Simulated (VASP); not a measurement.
Write the native input for VASP 6.6.1 that does the following.

```yaml
Task: single point
Functional: r2SCAN
Potentials_or_basis: VASP PAW PBE potentials, release 64 (Nb_sv, H)
Cutoff: 520 eV
k_mesh: 12 × 12 × 8
Occupations: gaussian, width 0.1 eV
Spin: no spin polarisation
Dipole_correction: no
Further_INCAR_settings: ALGO = Normal; EDIFF = 1e-07; NBANDS = 24
```

Crystal: NbH2.

```
Nb H
1.0
     2.20520    2.20520    0.00000
    -2.20520    2.20520    0.00000
     0.00000    0.00000    4.41040
Nb H
2 4
Direct
  0.00000 0.00000 0.00000
  0.50000 0.50000 0.50000
  0.00000 0.50000 0.75000
  0.50000 0.00000 0.75000
  0.50000 0.00000 0.25000
  0.00000 0.50000 0.25000
```

This cell differs from its parent crystal: equal strain along all axes, cell held: -3.0 %.

One way to write it, as run:

POSCAR

```
NbH2
1.0
    2.2052009903      2.2052009903      0.0000000000
   -2.2052009903      2.2052009903      0.0000000000
    0.0000000000      0.0000000000      4.4104019807
Nb H
2 4
Direct
    0.0000000000      0.0000000000      0.0000000000
    0.5000000000      0.5000000000      0.5000000000
    0.0000000000      0.5000000000      0.7500000000
    0.5000000000      0.0000000000      0.7500000000
    0.5000000000      0.0000000000      0.2500000000
    0.0000000000      0.5000000000      0.2500000000
```

INCAR.step1

```
PREC = Accurate
ENCUT = 520
ISMEAR = 0
SIGMA = 0.1
LREAL = False
LASPH = True
NELM = 80
NBANDS = 24
GGA = PE
ALGO = Normal
EDIFF = 1E-4
LWAVE = True
LCHARG = False
```

INCAR.step2

```
PREC = Accurate
ENCUT = 520
EDIFF = 1E-7
ISMEAR = 0
SIGMA = 0.1
LREAL = False
LASPH = True
NELM = 80
ALGO = Normal
ISIF = 2
LWAVE = False
LCHARG = False
METAGGA = R2SCAN
LMIXTAU = True
NBANDS = 24
ISTART = 1
```

KPOINTS

```
regular mesh
0
Gamma
  12 12 8
```

Potentials or basis: VASP PAW PBE potentials, release 64 (Nb_sv, H).

The run is started by

```sh
$ cat potpaw_PBE.64/Nb_sv/POTCAR potpaw_PBE.64/H/POTCAR > POTCAR
$ cp INCAR.step1 INCAR
$ mpirun -np 1 vasp_std > vasp.out
$ cp INCAR.step2 INCAR
$ mpirun -np 1 vasp_std > vasp.out
```

Results of the run:

* Pressure: 20.2 GPa
* Band gap on the k mesh: zero (bands 15 and 16 overlap by 4.94 eV)

Caveat: the cell differs from its parent crystal (equal strain along all axes, cell held: -3.0 %); the cell stands under pressure; the PAW data sets were made with another functional, which shifts forces and pressure a little.

Wall time 11 min on 1 thread of AMD EPYC 7R13 (shared host), peak memory 0.22 GiB.
